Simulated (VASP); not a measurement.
Runs of VASP 6.6.1 on Pb. The structure is that of space group P6_3/mmc (No. 194), or close to it. The cells are those of the table. This isn't the form of Pb at room conditions, which is fcc.

```csv
task,cell,gap on the mesh (eV),pressure (GPa)
single point,"a = 3.410, b = 3.410, c = 5.477 Å, angles 90.0, 90.0, 120.0°, 2 atoms",none,8.0
electric field gradients,"a = 3.410, b = 3.410, c = 5.477 Å, angles 90.0, 90.0, 120.0°, 2 atoms",none,8.1
single point,"a = 3.457, b = 3.457, c = 5.552 Å, angles 90.0, 90.0, 120.0°, 2 atoms",none,(a)
single point,"a = 3.503, b = 3.503, c = 5.627 Å, angles 90.0, 90.0, 120.0°, 2 atoms",none,2.9
single point,"a = 3.548, b = 3.548, c = 5.700 Å, angles 90.0, 90.0, 120.0°, 2 atoms",none,(b)
```

Alike in all rows: level PBE; potentials or basis VASP PAW PBE potentials, release 64 (Pb_d); no spin polarisation; k mesh 14 × 14 × 8; cutoff (eV) 520; smearing fermi-dirac 0.08 eV.

Q: Fill in the values left out.

A: (a) 5.2; (b) 1.1.

Caveats: spin-orbit coupling is left out, which moves the levels of the heavy elements; the cell stands under pressure (at least some runs).

A k mesh can miss the band edges, and the runs leave out spin-orbit coupling on Pb.

A gap of «none» marks levels without a gap at the run's occupations.
